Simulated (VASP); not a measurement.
# SrLi2SnS4 (I-42m) in VASP: relaxation of cell and atoms with LDA

Aim: the relaxation of cell and atoms of SrLi2SnS4 with LDA.

Program: VASP 6.6.1. These are calculated values, not measurements. Logs are shortened: lines on timing, memory, paths and dates and some standing lists are left out, and cuts for length are marked.

### Step 1. The cell of the first run

It takes space group I-42m (No. 121, tetragonal). The conventional cell has a = 6.659 Å, b = 6.659 Å, c = 7.918 Å, α = 90.00°, β = 90.00°, γ = 90.00°. Li (site symmetry -4) has 4 S at 2.47 Å within 3.3 Å. Within 4.1 Å of Sr (site symmetry -42m) lie 8 S at 3.08 to 3.25 Å and 8 Li at 3.87 Å and 2 Sn at 3.96 Å. Sn (site symmetry -42m) has 4 S at 2.37 Å within 3.1 Å. Within 3.1 Å of S (site symmetry m) lie 1 Sn at 2.37 Å and 2 Li at 2.47 Å and 1 Sr at 3.08 Å.

### Step 2. Relaxation of cell and atoms, LDA

File INCAR:

```
SYSTEM = SrLi2SnS4
PREC = Accurate ; ENCUT = 600
EDIFF = 1E-6 ; ISMEAR = -1
SIGMA = 0.02 ; LREAL = .FALSE.
LASPH = .TRUE. ; NELM = 60
ALGO = Normal ; ISIF = 3
LWAVE = .FALSE. ; LCHARG = .FALSE.
GGA = CA ; IBRION = 2
NSW = 80 ; EDIFFG = -0.01
```

File KPOINTS:

```
Automatic mesh
0
G
  6 6 6
  0 0 0
```

File POSCAR:

```
SrLi2SnS4
1.0
   -3.3295000000      3.3295000000      3.9590000000
    3.3295000000     -3.3295000000      3.9590000000
    3.3295000000      3.3295000000     -3.9590000000
Li Sr Sn S
2 1 1 4
Direct
    0.2500000000      0.7500000000      0.5000000000
    0.7500000000      0.2500000000      0.5000000000
    0.5000000000      0.5000000000      0.0000000000
    0.0000000000      0.0000000000      0.0000000000
    0.0352600000      0.0352600000      0.4132000000
    0.9647400000      0.3779400000      0.0000000000
    0.6220600000      0.6220600000      0.5868000000
    0.3779400000      0.9647400000      0.0000000000
```

Potentials or basis: VASP PAW LDA potentials, release 64 (Li_sv, Sr_sv, Sn_d, S).

The run is started by

```console
$ cat potpaw_LDA.64/Li_sv/POTCAR potpaw_LDA.64/Sr_sv/POTCAR potpaw_LDA.64/Sn_d/POTCAR potpaw_LDA.64/S/POTCAR > POTCAR
$ mpirun -np 1 vasp_std > vasp.out
```

OUTCAR:

```text
SYSTEM = SrLi2SnS4
   PREC = Accurate
   ENCUT = 600
   EDIFF = 1E-6
   ISMEAR = -1
   LREAL = .FALSE.
   LASPH = .TRUE.
   NELM = 60
   ISIF = 3
   GGA = CA
   IBRION = 2
   NSW = 80
   EDIFFG = -0.01

 ion  position               nearest neighbor table
   1  0.250  0.750  0.500-   5 2.47   8 2.47   7 2.47   6 2.47
   2  0.750  0.250  0.500-   5 2.47   6 2.47   7 2.47   8 2.47
   3  0.500  0.500  0.000-   7 3.08   6 3.08   8 3.08   5 3.08   5 3.25   7 3.25   8 3.25   6 3.25
                             4 3.96   4 3.96
   4  0.000  0.000  0.000-   5 2.37   7 2.37   6 2.37   8 2.37   3 3.96   3 3.96
   5  0.035  0.035  0.413-   4 2.37   2 2.47   1 2.47   3 3.08   3 3.25
   6  0.965  0.378  0.000-   4 2.37   2 2.47   1 2.47   3 3.08   3 3.25
   7  0.622  0.622  0.587-   4 2.37   2 2.47   1 2.47   3 3.08   3 3.25
   8  0.378  0.965  0.000-   4 2.37   1 2.47   2 2.47   3 3.08   3 3.25

  LATTYP: Found a body centered tetragonal cell.
 ALAT       =     6.6590000000
 C/A-ratio  =     1.1890674275

  Lattice vectors:

 A1 = (  -3.3295000000,   3.3295000000,   3.9590000000)
 A2 = (   3.3295000000,  -3.3295000000,   3.9590000000)
 A3 = (   3.3295000000,   3.3295000000,  -3.9590000000)

Analysis of symmetry for initial positions (statically):
=====================================================================
 Subroutine PRICEL returns:
 Original cell was already a primitive cell.

 Routine SETGRP: Setting up the symmetry group for a
 body centered tetragonal supercell.

 Subroutine GETGRP returns: Found  8 space group operations
 (whereof  8 operations were pure point group operations)
 out of a pool of 16 trial point group operations.

The static configuration has the point symmetry D_2d.

Analysis of symmetry for dynamics (positions and initial velocities):
=====================================================================
 Subroutine PRICEL returns:
 Original cell was already a primitive cell.

 Routine SETGRP: Setting up the symmetry group for a
 body centered tetragonal supercell.

 Subroutine GETGRP returns: Found  8 space group operations
 (whereof  8 operations were pure point group operations)
 out of a pool of 16 trial point group operations.

The dynamic configuration has the point symmetry D_2d.

 Subroutine INISYM returns: Found  8 space group operations
 (whereof  8 operations are pure point group operations),
 and found     1 'primitive' translations

----------------------------------------------------------------------------------------

                                     Primitive cell

  volume of cell :     175.5511

  direct lattice vectors                    reciprocal lattice vectors
    -3.329500000  3.329500000  3.959000000     0.000000000  0.150172699  0.126294519
     3.329500000 -3.329500000  3.959000000     0.150172699  0.000000000  0.126294519
     3.329500000  3.329500000 -3.959000000     0.150172699  0.150172699  0.000000000

  length of vectors
     6.151814488  6.151814488  6.151814488     0.196219634  0.196219634  0.212376267

  position of ions in fractional coordinates (direct lattice)
     0.250000000  0.750000000  0.500000000
     0.750000000  0.250000000  0.500000000
     0.500000000  0.500000000  0.000000000
     0.000000000  0.000000000  0.000000000
     0.035260000  0.035260000  0.413200000
     0.964740000  0.377940000  0.000000000
     0.622060000  0.622060000  0.586800000
     0.377940000  0.964740000  0.000000000

  ion indices of the primitive-cell ions
   primitive index   ion index
                 1           1
                 2           2
                 3           3
                 4           4
                 5           5
                 6           6
                 7           7
                 8           8

----------------------------------------------------------------------------------------

 KPOINTS: Automatic mesh

Automatic generation of k-mesh.
 Grid dimensions read from file:
 generate k-points for:    6    6    6

 Generating k-lattice:

  Cartesian coordinates                     Fractional coordinates (reciprocal lattice)
     0.000000000  0.025028783  0.021049086     0.166666667  0.000000000  0.000000000
     0.025028783  0.000000000  0.021049086     0.000000000  0.166666667  0.000000000
     0.025028783  0.025028783  0.000000000     0.000000000  0.000000000  0.166666667

  Length of vectors
     0.032703272  0.032703272  0.035396045

  Shift w.r.t. Gamma in fractional coordinates (k-lattice)
     0.000000000  0.000000000  0.000000000

 Subroutine IBZKPT returns following result:
 ===========================================

 Found     30 irreducible k-points:

 Following reciprocal coordinates:
            Coordinates               Weight
  0.000000  0.000000  0.000000      1.000000
  0.166667  0.000000 -0.000000      8.000000
  0.333333  0.000000 -0.000000      8.000000
  0.500000  0.000000  0.000000      4.000000
  0.166667  0.166667 -0.000000      8.000000
  0.333333  0.166667 -0.000000     16.000000
[... 16 lines left out ...]
 -0.333333 -0.333333  0.166667      8.000000
 -0.166667 -0.333333  0.166667      8.000000
 [... further k-points ...]
   k-points           NKPTS =     30   k-points in BZ     NKDIM =     30   number of bands    NBANDS=     32
   number of dos      NEDOS =    301   number of ions     NIONS =      8
   total plane-waves  NPLWV = 125000
   dimension x,y,z NGX =    50 NGY =   50 NGZ =   50
   dimension x,y,z NGXF=   100 NGYF=  100 NGZF=  100
   ions per type =               2   1   1   4
   NGX,Y,Z   is equivalent  to a cutoff of  13.51, 13.51, 13.51 a.u.
   NGXF,Y,Z  is equivalent  to a cutoff of  27.02, 27.02, 27.02 a.u.
 SYSTEM =  SrLi2SnS4
   PREC   = accura    normal or accurate (medium, high low for compatibility)
   ISTART =      0    job   : 0-new  1-cont  2-samecut
   ICHARG =      2    charge: 1-file 2-atom 10-const
   ISPIN  =      1    spin polarized calculation?
   LNONCOLLINEAR =      F non collinear calculations
   LSORBIT =      F    spin-orbit coupling
   LASPH  =      T    aspherical Exc in radial PAW
   ENCUT  =  600.0 eV  44.10 Ry    6.64 a.u.  12.29 12.29 12.29*2*pi/ulx,y,z
   NELM   =     60;   NELMIN=  2; NELMDL= -5     # of ELM steps
   EDIFF  = 0.1E-05   stopping-criterion for ELM
   LREAL  =      F    real-space projection
   EDIFFG = -.1E-01   stopping-criterion for IOM
   NSW    =     80    number of steps for IOM
   IBRION =      2    ionic relax: 0-MD 1-quasi-New 2-CG
   NFREE  =      1    steps in history (QN), initial steepest desc. (CG)
   ISIF   =      3    stress and relaxation
   ISYM   =      2    0-nonsym 1-usesym 2-fastsym
   POTIM  = 0.5000    time-step for ionic-motion
   TEBEG  =    0.0;   TEEND  =   0.0 temperature during run
   PSTRESS=    0.0 pullay stress
   NELECT =      54.0000    total number of electrons
   NUPDOWN=      -1.0000    fix difference up-down
   EMIN   =  10.00;   EMAX   =-10.00  energy-range for DOS
   EFERMI =   0.00;   METHOD = LEGACY
   ISMEAR =    -1;   SIGMA  =   0.02  broadening in eV -4-tet -1-fermi 0-gaus
   EFERMI_NEDOS =   21; number of points for ismear=-14 and -15
   IALGO  =     38    algorithm
   IMIX   =      4    mixing-type and parameters
     AMIX     =   0.40;   BMIX     =  1.00
     AMIX_MAG =   1.60;   BMIX_MAG =  1.00
  volume/ion in A,a.u.               =      21.94       148.08
  Fermi-wavevector in a.u.,A,eV,Ry     =   1.105108  2.088352 16.616315  1.221265
  Thomas-Fermi vector in A             =   2.241591
   LORBIT       =      0    0 simple, 1 ext, 2 COOP (PROOUT), +10 PAW based schemes
   GGA     = CA    functional components
   LHFCALC =     F    Hartree Fock is set to
   AEXX    =    0.0000 exact exchange contribution
   IVDW    =     0    specifies the selected vdW correction
   LEPSILON=     F    determine dielectric tensor
   LRPA    =     F    only Hartree local field effects (RPA)
 conjugate gradient relaxation of ions
 non-spin polarized calculation
  energy-cutoff  :      600.00
  volume of cell :      175.55
 maximum number of plane-waves:      5923
 NGX is ok and might be reduce to    50
   NGX = 25   NGY = 25   NGZ = 25

--------------------------------------- Ionic step        1  -------------------------------------------

 number of electron      54.0000000 magnetization

 Free energy of the ion-electron system (eV)
  ---------------------------------------------------
  ext. energy  EPLUGINS =         0.00000000
  ---------------------------------------------------
  free energy    TOTEN  =       -39.38581103 eV

  energy without entropy =      -39.38581103  energy(sigma->0) =      -39.38581103

------------------------ aborting loop because EDIFF is reached ----------------------------------------

  FORCE on cell =-STRESS in cart. coord.  units (eV):
  Direction    XX          YY          ZZ          XY          YZ          ZX
  --------------------------------------------------------------------------------------
  -------------------------------------------------------------------------------------
  Total       -1.8305853     -1.8305853     -1.3714286      0.0000000      0.0000000      0.0000000
  in kB      -16.7069445    -16.7069445    -12.5164238      0.0000000      0.0000000      0.0000000
  external PRESSURE =     -15.3101043 kB  Pullay stress =       0.0000000 kB
[... 107 lines left out ...]
  FREE ENERGIE OF THE ION-ELECTRON SYSTEM (eV)
  ---------------------------------------------------
  free  energy   TOTEN  =       -39.4384674515 eV

  energy  without entropy=      -39.4384674515  energy(sigma->0) =      -39.43846745

[... ionic steps 4 to 9 ...]

--------------------------------------- Ionic step       10  -------------------------------------------

 number of electron      54.0000009 magnetization

------------------------ aborting loop because EDIFF is reached ----------------------------------------
[... 79 lines left out ...]
--------------------------------------- Ionic step       12  -------------------------------------------

 number of electron      54.0000008 magnetization

 Free energy of the ion-electron system (eV)
  ---------------------------------------------------
  ext. energy  EPLUGINS =         0.00000000
  ---------------------------------------------------
  free energy    TOTEN  =       -39.45954135 eV

  energy without entropy =      -39.45954135  energy(sigma->0) =      -39.45954135

 E-fermi :   3.7510     XC(G=0):  -9.4939

 val. band max:        3.2315467357   @ k =   0.5000   0.5000   0.5000
 cond. band min:       5.5748723281   @ k =   0.5000   0.5000   0.5000
 fundamental gap:      2.3433255925
 Fermi energy:         3.7510152881

 k-point     1 :       0.0000    0.0000    0.0000
  band No.  band energies     occupation
      1     -40.3255      2.00000
      2     -40.3248      2.00000
      3     -30.5232      2.00000
      4     -17.7901      2.00000
      5     -17.7901      2.00000
      6     -17.7776      2.00000
[... 829 lines left out ...]
     31       7.8677      0.00000
     32       8.1528      0.00000

 [... further k-points ...]

------------------------ aborting loop because EDIFF is reached ----------------------------------------

  FORCE on cell =-STRESS in cart. coord.  units (eV):
  Direction    XX          YY          ZZ          XY          YZ          ZX
  --------------------------------------------------------------------------------------
  -------------------------------------------------------------------------------------
  Total       -0.0129936     -0.0129936     -0.0116127      0.0000000      0.0000000      0.0000000
  in kB       -0.1248406     -0.1248406     -0.1115730      0.0000000      0.0000000      0.0000000
  external PRESSURE =      -0.1204181 kB  Pullay stress =       0.0000000 kB
[... 23 lines left out ...]
  FREE ENERGIE OF THE ION-ELECTRON SYSTEM (eV)
  ---------------------------------------------------
  free  energy   TOTEN  =       -39.4595413478 eV

  energy  without entropy=      -39.4595413478  energy(sigma->0) =      -39.45954135

 reached required accuracy - stopping structural energy minimisation
```

Wall time 54 min (1 thread of Intel Xeon 8259CL, shared host); peak memory 0.44 GiB.

Results:

* Free energy: -39.4595 eV
* Relaxed volume: 20.84 Å³/atom
* Relaxed cell: a = 6.041 Å, b = 6.041 Å, c = 6.041 Å, α = 114.06°, β = 114.06°, γ = 100.63°
* Space group after relaxing (to 0.1 Å): I-42m (No. 121)
* Energy gained by relaxing: 9.2 meV/atom
* Ionic steps: 12
* Pressure after relaxing: 0.0 GPa
* Largest force after relaxing: 0.007 eV/Å
* Band gap on the k mesh: 2.34 eV

Forces in eV/Å, atoms in the order of the input:
```
Li   0.000  0.000  0.000
Li   0.000  0.000  0.000
Sr   0.000  0.000  0.000
Sn   0.000  0.000  0.000
S   -0.005 -0.005  0.002
S   -0.005  0.005 -0.002
S    0.005  0.005  0.002
S    0.005 -0.005 -0.002
```

Step by step:
```csv
step,energy change (eV),largest force (eV/Å),pressure (GPa),volume (Å³)
1,0.0000,0.2968,-1.53,175.55
2,-0.0466,0.3305,-0.17,170.28
3,-0.0527,0.3470,0.61,167.61
4,-0.0702,0.0194,0.05,167.17
5,-0.0702,0.0185,0.02,167.15
6,-0.0714,0.0240,-0.03,167.22
7,-0.0725,0.0369,-0.16,167.38
8,-0.0730,0.0447,0.11,166.63
9,-0.0731,0.0403,0.05,166.77
10,-0.0735,0.0201,0.05,166.68
11,-0.0737,0.0128,0.03,166.60
12,-0.0737,0.0072,-0.01,166.76
```

Final structure:
```
Li Sr Sn S
1.0
    -3.28747    3.28747    3.85745
     3.28747   -3.28747    3.85745
     3.28747    3.28747   -3.85745
Li Sr Sn S
2 1 1 4
Direct
  0.25000 0.75000 0.50000
  0.75000 0.25000 0.50000
  0.50000 0.50000 0.00000
  0.00000 0.00000 0.00000
  0.03261 0.03261 0.41962
  0.96739 0.38700 0.00000
  0.61300 0.61300 0.58038
  0.38700 0.96739 0.00000
```

Caveat: the cutoff is under 1.25 times the usual one of these potentials, so pressure, stress and relaxed cells hold a basis-set (Pulay) error; spin-orbit coupling is left out, which moves the levels of the heavy elements. LDA usually gives volumes a few per cent too small.
